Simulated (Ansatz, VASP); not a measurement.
## Two plane-wave programs on Ni

```
Ni
1.0
     2.25884    0.00000    0.00000
     0.00000    2.25884    0.00000
     0.00000    0.00000    2.25884
Ni
1
Direct
  0.00000 0.00000 0.00000
```

Alike in both runs: functional LDA; k mesh 14 × 14 × 14; occupations fermi-dirac, width 0.1 eV; no spin polarisation.

Ansatz relaxed the structure, and its values are those at the end. VASP's run is a single point on that final structure, the one shown.

|  | VASP | Ansatz |
| --- | --- | --- |
| version | VASP 6.6.1 | Ansatz 0.2.0 |
| potentials or method | VASP PAW LDA potentials, release 64 (Ni), cutoff 520 eV | plane waves (420 eV) with PAW, scalar-relativistic |
| valence electrons in the cell | 10 | 18 |

```csv
,VASP,Ansatz,Ansatz less VASP
pressure (GPa),-0.1,0.0,+0.12
```

Ansatz warns that its potentials were made for another functional, while VASP's fit it. LDA's correlation is that of Perdew and Zunger in VASP and of Perdew and Wang (1992) in Ansatz. VASP's potentials hold 10 valence electrons a cell and Ansatz's 18, so a difference there can come from the potentials and not from the codes.
